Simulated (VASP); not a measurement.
# AgCl (F-43m) in VASP: single point with PBE-based global hybrid with 75 % exact exchange

Aim: the single point of AgCl with PBE-based global hybrid with 75 % exact exchange.

Program: VASP 6.6.1. These are calculated values, not measurements. Logs are shortened: lines on timing, memory, paths and dates and some standing lists are left out, and cuts for length are marked.

## (1) The cell of the first run

It takes space group F-43m (No. 216, cubic). The conventional cell has a = 5.986 Å, b = 5.986 Å, c = 5.986 Å, α = 90.00°, β = 90.00°, γ = 90.00°. Within 3.4 Å of Ag (site symmetry -43m) lie 4 Cl at 2.59 Å. Within 3.4 Å of Cl (site symmetry -43m) lie 4 Ag at 2.59 Å.

## (2) Single point, PBE-based global hybrid with 75 % exact exchange

File POSCAR:

```
AgCl
1.0
    0.0000000000      2.9932461729      2.9932461729
    2.9932461729      0.0000000000      2.9932461729
    2.9932461729      2.9932461729      0.0000000000
Ag Cl
1 1
Direct
    0.0000000000      0.0000000000      0.0000000000
    0.2500000000      0.2500000000      0.2500000000
```

File INCAR.step1:

```
SYSTEM = AgCl
  PREC = Accurate
  ENCUT = 470
  EDIFF = 1E-5
  ISMEAR = 0
  SIGMA = 0.01
  LREAL = .FALSE.
  LASPH = .TRUE.
  NELM = 120
  ALGO = Normal
  ISIF = 2
  LWAVE = .TRUE.
  NBANDS = 20
  GGA = PE
  GGA_COMPAT = .FALSE.
```

File INCAR.step2:

```
SYSTEM = AgCl
  PREC = Accurate
  ENCUT = 470
  EDIFF = 1E-6
  ISMEAR = 0
  SIGMA = 0.01
  LREAL = .FALSE.
  LASPH = .TRUE.
  NELM = 120
  ALGO = Normal
  ISIF = 2
  LWAVE = .FALSE.
  LCHARG = .TRUE.
  GGA = PE
  LHFCALC = .TRUE.
  AEXX = 0.75
  PRECFOCK = Normal
  LELF = .TRUE.
  LVHAR = .TRUE.
  NBANDS = 20
  ISTART = 1
  GGA_COMPAT = .FALSE.
```

File KPOINTS:

```
regular mesh
0
G
  4 4 4
  0 0 0
```

Potentials or basis: VASP PAW PBE potentials, release 64 (Ag_sv_GW, Cl).

Launch:

```bash
$ cat potpaw_PBE.64/Ag_sv_GW/POTCAR potpaw_PBE.64/Cl/POTCAR > POTCAR
$ cp INCAR.step1 INCAR
$ mpirun -np 1 vasp_std > vasp.out
$ cp INCAR.step2 INCAR
$ mpirun -np 1 vasp_std > vasp.out
```

OUTCAR:

```text
SYSTEM = AgCl
   PREC = Accurate
   ENCUT = 470
   EDIFF = 1E-6
   ISMEAR = 0
   LREAL = .FALSE.
   LASPH = .TRUE.
   NELM = 120
   ISIF = 2
   GGA = PE
   LHFCALC = .TRUE.
   AEXX = 0.75
   PRECFOCK = Normal
   ISTART = 1

 ion  position               nearest neighbor table
   1  0.000  0.000  0.000-   2 2.59   2 2.59   2 2.59   2 2.59
   2  0.250  0.250  0.250-   1 2.59   1 2.59   1 2.59   1 2.59

  LATTYP: Found a face centered cubic cell.
 ALAT       =     5.9864923458

  Lattice vectors:

 A1 = (   0.0000000000,   2.9932461729,   2.9932461729)
 A2 = (   2.9932461729,   0.0000000000,   2.9932461729)
 A3 = (   2.9932461729,   2.9932461729,   0.0000000000)

Analysis of symmetry for initial positions (statically):
=====================================================================
 Subroutine PRICEL returns:
 Original cell was already a primitive cell.

 Routine SETGRP: Setting up the symmetry group for a
 face centered cubic supercell.

 Subroutine GETGRP returns: Found 24 space group operations
 (whereof 24 operations were pure point group operations)
 out of a pool of 48 trial point group operations.

The static configuration has the point symmetry T_d .

Analysis of symmetry for dynamics (positions and initial velocities):
=====================================================================
 Subroutine PRICEL returns:
 Original cell was already a primitive cell.

 Routine SETGRP: Setting up the symmetry group for a
 face centered cubic supercell.

 Subroutine GETGRP returns: Found 24 space group operations
 (whereof 24 operations were pure point group operations)
 out of a pool of 48 trial point group operations.

The dynamic configuration has the point symmetry T_d .

 Subroutine INISYM returns: Found 24 space group operations
 (whereof 24 operations are pure point group operations),
 and found     1 'primitive' translations

----------------------------------------------------------------------------------------

                                     Primitive cell

  volume of cell :      53.6361

  direct lattice vectors                    reciprocal lattice vectors
     0.000000000  2.993246173  2.993246173    -0.167042726  0.167042726  0.167042726
     2.993246173  0.000000000  2.993246173     0.167042726 -0.167042726  0.167042726
     2.993246173  2.993246173  0.000000000     0.167042726  0.167042726 -0.167042726

  length of vectors
     4.233089333  4.233089333  4.233089333     0.289326488  0.289326488  0.289326488

  position of ions in fractional coordinates (direct lattice)
     0.000000000  0.000000000  0.000000000
     0.250000000  0.250000000  0.250000000

  ion indices of the primitive-cell ions
   primitive index   ion index
                 1           1
                 2           2

----------------------------------------------------------------------------------------

 KPOINTS: regular mesh

Automatic generation of k-mesh.
 Grid dimensions read from file:
 generate k-points for:    4    4    4

 Generating k-lattice:

  Cartesian coordinates                     Fractional coordinates (reciprocal lattice)
    -0.041760681  0.041760681  0.041760681     0.250000000  0.000000000  0.000000000
     0.041760681 -0.041760681  0.041760681     0.000000000  0.250000000  0.000000000
     0.041760681  0.041760681 -0.041760681     0.000000000  0.000000000  0.250000000

  Length of vectors
     0.072331622  0.072331622  0.072331622

  Shift w.r.t. Gamma in fractional coordinates (k-lattice)
     0.000000000  0.000000000  0.000000000

 Subroutine IBZKPT returns following result:
 ===========================================

 Found      8 irreducible k-points:

 Following reciprocal coordinates:
            Coordinates               Weight
  0.000000  0.000000  0.000000      1.000000
  0.250000  0.000000  0.000000      8.000000
  0.500000  0.000000  0.000000      4.000000
  0.250000  0.250000  0.000000      6.000000
  0.500000  0.250000  0.000000     24.000000
 -0.250000  0.250000  0.000000     12.000000
  0.500000  0.500000  0.000000      3.000000
 -0.250000  0.500000  0.250000      6.000000
   k-points           NKPTS =      8   k-points in BZ     NKDIM =     64   number of bands    NBANDS=     20
   number of dos      NEDOS =    301   number of ions     NIONS =      2
   total plane-waves  NPLWV =  27000
   dimension x,y,z NGX =    30 NGY =   30 NGZ =   30
   dimension x,y,z NGXF=    60 NGYF=   60 NGZF=   60
   ions per type =               1   1
   NGX,Y,Z   is equivalent  to a cutoff of  11.78, 11.78, 11.78 a.u.
   NGXF,Y,Z  is equivalent  to a cutoff of  23.56, 23.56, 23.56 a.u.
 SYSTEM =  AgCl
   PREC   = accura    normal or accurate (medium, high low for compatibility)
   ISTART =      1    job   : 0-new  1-cont  2-samecut
   ICHARG =      0    charge: 1-file 2-atom 10-const
   ISPIN  =      1    spin polarized calculation?
   LNONCOLLINEAR =      F non collinear calculations
   LSORBIT =      F    spin-orbit coupling
   LASPH  =      T    aspherical Exc in radial PAW
   ENCUT  =  470.0 eV  34.54 Ry    5.88 a.u.   7.48  7.48  7.48*2*pi/ulx,y,z
   NELM   =    120;   NELMIN=  2; NELMDL=  0     # of ELM steps
   EDIFF  = 0.1E-05   stopping-criterion for ELM
   LREAL  =      F    real-space projection
   EDIFFG = 0.1E-04   stopping-criterion for IOM
   NSW    =      0    number of steps for IOM
   IBRION =     -1    ionic relax: 0-MD 1-quasi-New 2-CG
   NFREE  =      0    steps in history (QN), initial steepest desc. (CG)
   ISIF   =      2    stress and relaxation
   ISYM   =      3    0-nonsym 1-usesym 2-fastsym
   POTIM  = 0.5000    time-step for ionic-motion
   TEBEG  =    0.0;   TEEND  =   0.0 temperature during run
   PSTRESS=    0.0 pullay stress
   NELECT =      26.0000    total number of electrons
   NUPDOWN=      -1.0000    fix difference up-down
   EMIN   =  10.00;   EMAX   =-10.00  energy-range for DOS
   EFERMI =   0.00;   METHOD = LEGACY
   ISMEAR =     0;   SIGMA  =   0.01  broadening in eV -4-tet -1-fermi 0-gaus
   EFERMI_NEDOS =   21; number of points for ismear=-14 and -15
   IALGO  =     38    algorithm
   IMIX   =      1    mixing-type and parameters
     AMIX     =   0.40;   BMIX     =  1.00
     AMIX_MAG =   1.60;   BMIX_MAG =  1.00
  volume/ion in A,a.u.               =      26.82       180.98
  Fermi-wavevector in a.u.,A,eV,Ry     =   1.286017  2.430221 22.501870  1.653841
  Thomas-Fermi vector in A             =   2.418117
   LORBIT       =      0    0 simple, 1 ext, 2 COOP (PROOUT), +10 PAW based schemes
   GGA     = PE    functional components
   LHFCALC =     T    Hartree Fock is set to
   PRECFOCK=normal    Normal, Fast or Accurate (Low or Medium for compatibility)
   ENCUT4O =  -1.0   cutoff for four orbital integrals eV
   NKREDX  =     1    reduce k-point grid by
   NKREDY  =     1    reduce k-point grid by
   NKREDZ  =     1    reduce k-point grid by
   AEXX    =    0.7500 exact exchange contribution
   HFSCREEN=    0.0000 screening length (either q_TF or 0.3 A-1)
   HFSCREENC=   0.0000 screening length for correlation (either q_TF or 0.3 A-1)
   ENCUTFOCK=  -1.0 apply spherical cutoff to Coloumb kernel
   IVDW    =     0    specifies the selected vdW correction
   LEPSILON=     F    determine dielectric tensor
   LRPA    =     F    only Hartree local field effects (RPA)
 non-spin polarized calculation
 Gauss-broadening in eV      SIGMA  =   0.01
  energy-cutoff  :      470.00
  volume of cell :       53.64
 maximum number of plane-waves:      1245
 NGX is ok and might be reduce to    30
  NGX = 24; NGY = 24; NGZ = 24

 number of electron      26.0000007 magnetization

 Free energy of the ion-electron system (eV)
  ---------------------------------------------------
  ext. energy  EPLUGINS =         0.00000000
  ---------------------------------------------------
  free energy    TOTEN  =        -1.59586111 eV

  energy without entropy =       -1.59586111  energy(sigma->0) =       -1.59586111

 E-fermi :  -2.8198     XC(G=0):  -3.0793

 val. band max:       -3.0004180369   @ k =   0.0000   0.0000   0.0000
 cond. band min:       5.0687780831   @ k =   0.0000   0.0000   0.0000
 fundamental gap:      8.0691961200
 Fermi energy:        -2.8197730424

 k-point     1 :       0.0000    0.0000    0.0000
  band No.  band energies     occupation
      1    -105.0802      2.00000
      2     -64.7529      2.00000
      3     -64.7529      2.00000
      4     -64.7529      2.00000
      5     -21.1572      2.00000
      6      -8.2059      2.00000
[... 12 lines left out ...]
     19      17.1755      0.00000
     20      17.1878      0.00000

 k-point     2 :       0.2500    0.0000    0.0000
  band No.  band energies     occupation
      1    -105.0801      2.00000
      2     -64.7532      2.00000
      3     -64.7532      2.00000
      4     -64.7527      2.00000
      5     -21.0492      2.00000
      6      -8.0634      2.00000
[... 12 lines left out ...]
     19      16.0485      0.00000
     20      16.2694      0.00000

 k-point     3 :       0.5000    0.0000    0.0000
  band No.  band energies     occupation
      1    -105.0800      2.00000
      2     -64.7529      2.00000
      3     -64.7529      2.00000
      4     -64.7514      2.00000
      5     -20.9395      2.00000
      6      -7.9316      2.00000
[... 12 lines left out ...]
     19      18.1788      0.00000
     20      18.1788      0.00000

 k-point     4 :       0.2500    0.2500    0.0000
  band No.  band energies     occupation
      1    -105.0801      2.00000
      2     -64.7531      2.00000
      3     -64.7531      2.00000
      4     -64.7528      2.00000
      5     -21.0139      2.00000
      6      -8.1477      2.00000
[... 12 lines left out ...]
     19      17.3457      0.00000
     20      19.5010      0.00000

 k-point     5 :       0.5000    0.2500    0.0000
  band No.  band energies     occupation
      1    -105.0801      2.00000
      2     -64.7533      2.00000
      3     -64.7533      2.00000
      4     -64.7519      2.00000
      5     -20.9054      2.00000
      6      -7.9518      2.00000
[... 12 lines left out ...]
     19      18.3145      0.00000
     20      18.8028      0.00000

 k-point     6 :      -0.2500    0.2500    0.0000
  band No.  band energies     occupation
      1    -105.0801      2.00000
      2     -64.7534      2.00000
      3     -64.7532      2.00000
      4     -64.7525      2.00000
      5     -20.9411      2.00000
      6      -7.9025      2.00000
[... 12 lines left out ...]
     19      17.4354      0.00000
     20      18.6161      0.00000

 k-point     7 :       0.5000    0.5000    0.0000
  band No.  band energies     occupation
      1    -105.0801      2.00000
      2     -64.7530      2.00000
      3     -64.7530      2.00000
      4     -64.7524      2.00000
      5     -20.8701      2.00000
      6      -7.9996      2.00000
[... 12 lines left out ...]
     19      17.5621      0.00000
     20      18.9363      0.00000

 k-point     8 :      -0.2500    0.5000    0.2500
  band No.  band energies     occupation
      1    -105.0801      2.00000
      2     -64.7534      2.00000
      3     -64.7526      2.00000
      4     -64.7521      2.00000
      5     -20.8700      2.00000
      6      -7.9089      2.00000
[... 12 lines left out ...]
     19      17.6093      0.00000
     20      18.4370      0.00000

------------------------ aborting loop because EDIFF is reached ----------------------------------------

  FORCE on cell =-STRESS in cart. coord.  units (eV):
  Direction    XX          YY          ZZ          XY          YZ          ZX
  --------------------------------------------------------------------------------------
  -------------------------------------------------------------------------------------
  Total       -0.2784931     -0.2784931     -0.2784931     -0.0000000     -0.0000000     -0.0000000
  in kB       -8.3189351     -8.3189351     -8.3189351     -0.0000000     -0.0000000     -0.0000000
  external PRESSURE =      -8.3189351 kB  Pullay stress =       0.0000000 kB

 VOLUME and BASIS-vectors are now :
 -----------------------------------------------------------------------------
  energy-cutoff  :      470.00
  volume of cell :       53.64
      direct lattice vectors                 reciprocal lattice vectors
     0.000000000  2.993246173  2.993246173    -0.167042726  0.167042726  0.167042726
     2.993246173  0.000000000  2.993246173     0.167042726 -0.167042726  0.167042726
     2.993246173  2.993246173  0.000000000     0.167042726  0.167042726 -0.167042726

 POSITION                                       TOTAL-FORCE (eV/Angst)
 -----------------------------------------------------------------------------------
      0.00000      0.00000      0.00000        -0.000000     -0.000000     -0.000000
      1.49662      1.49662      1.49662         0.000000      0.000000      0.000000
 -----------------------------------------------------------------------------------
    total drift:                                0.000003     -0.000017      0.000000

  FREE ENERGIE OF THE ION-ELECTRON SYSTEM (eV)
  ---------------------------------------------------
  free  energy   TOTEN  =        -1.5958611095 eV

  energy  without entropy=       -1.5958611095  energy(sigma->0) =       -1.59586111
```

It took 18 min on 1 thread of Intel Xeon Platinum 8259CL at 2.50GHz (Skylake/Cascade Lake), shared host; peak memory 0.19 GiB.

What came out:

| Property | Result |
| --- | --- |
| Free energy | -1.5959 eV |
| Pressure | -0.8 GPa |
| Band gap on the k mesh | 8.07 eV |

Levels at points of the mesh, in eV from the valence-band top:
| k point | band 9 | band 10 | band 11 | band 12 | band 13 | band 14 | band 15 | band 16 | band 17 | band 18 |
| --- | --- | --- | --- | --- | --- | --- | --- | --- | --- | --- |
| (0.00, 0.00, 0.00) | -3.47 | -3.47 | 0.00 | 0.00 | 0.00 | 8.07 | 15.37 | 15.37 | 15.37 | 20.18 |
| (0.50, 0.00, 0.00) | -3.41 | -3.41 | -3.33 | -0.71 | -0.71 | 10.94 | 13.58 | 15.59 | 15.59 | 18.94 |
| (0.50, 0.50, 0.00) | -3.40 | -3.33 | -2.41 | -1.81 | -1.81 | 11.23 | 13.07 | 15.51 | 18.40 | 18.40 |

Caveat: the k points lie up to 0.45 Å⁻¹ apart; the structure was generated, so it needn't be the stable form of AgCl; the PAW data sets were made with another functional, which shifts forces and pressure a little.
